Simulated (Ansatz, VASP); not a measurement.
Two plane-wave programs on CsCl

```
Cs Cl
1.0
     4.12300    0.00000    0.00000
     0.00000    4.12300    0.00000
     0.00000    0.00000    4.12300
Cs Cl
1 1
Cartesian
  0.0000 0.0000 0.0000
  2.0615 2.0615 2.0615
```

Alike in both runs: task single point; functional r2SCAN; k mesh 6 × 6 × 6; occupations gaussian, width 0.05 eV; no spin polarisation.

|  | VASP | Ansatz |
| --- | --- | --- |
| version | VASP 6.6.1 | Ansatz 0.2.0 |
| potentials or method | VASP PAW PBE potentials, release 64 (Cs_sv, Cl), cutoff 550 eV | scalar-relativistic, plane waves, PAW |
| valence electrons in the cell | 16 | 16 |

|  | VASP | Ansatz | Ansatz less VASP |
| --- | --- | --- | --- |
| gap on the k mesh at the Fermi level (eV) | 5.90 | 5.90 | +0.004 |
| least direct gap on the mesh (eV) | 5.90 | 5.90 | +0.004 |
| pressure (GPa) | 0.3 | 0.2 | -0.04 |

VASP's potentials were made for PBE, not for r2SCAN.

Spin-orbit coupling is off throughout.
